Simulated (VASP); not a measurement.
InAs: relaxation of the atoms with PBE

Crystal: InAs.

```
In As
1.0
     0.00000    3.02900    3.11987
     3.02900    0.00000    3.11987
     3.02900    3.02900    0.00000
In As
1 1
Direct
  0.00000 0.00000 0.00000
  0.25000 0.25000 0.25000
```

This cell differs from its parent crystal: z stretched by +3 %.

| Property | Result |
| --- | --- |
| Program | VASP 6.6.1 |
| Task | relaxation of the atoms |
| Functional | PBE |
| Potentials or basis | VASP PAW PBE potentials, release 64 (In_d, As) |
| Cutoff | 520 eV |
| k mesh | 13 × 13 × 13 |
| Occupations | fermi-dirac, width 0.05 eV |
| Spin | no spin polarisation |
| Dipole correction | no |
| Further INCAR settings | ALGO = Normal; EDIFF = 1e-07; IBRION = 2; EDIFFG = -0.02; NSW = 80 |

- Pressure after relaxing: 1.8 GPa
- Band gap on the k mesh: zero (filled and empty bands touch)

Stress tensor (GPa, compression positive):
```
2.14 0.00 0.00
0.00 2.14 0.00
0.00 0.00 1.11
```

Final structure:
```
CELL_PARAMETERS angstrom
0.00000 3.02900 3.11987
3.02900 0.00000 3.11987
3.02900 3.02900 0.00000
ATOMIC_POSITIONS crystal
In 0.00000 0.00000 0.00000
As 0.25000 0.25000 0.25000
```

Levels at points of the mesh, in eV from the Fermi level:
```tsv
k point	band 6	band 7	band 8	band 9	band 10	band 11	band 12	band 13
(0.00, 0.00, 0.00)	-11.77	-0.51	-0.23	-0.08	-0.08	3.74	3.74	3.80
```

Wall time 2.1 min on 1 thread of Oxide Virtual Turin-like Processor, on a shared host, peak memory 0.27 GiB.

Caveat: the cell differs from its parent crystal (z stretched by +3 %); the relaxation stopped at its first step, so nothing moved; semilocal functionals underestimate gaps, so a narrow gap can read as zero; spin-orbit coupling is left out, which moves the levels of the heavy elements.
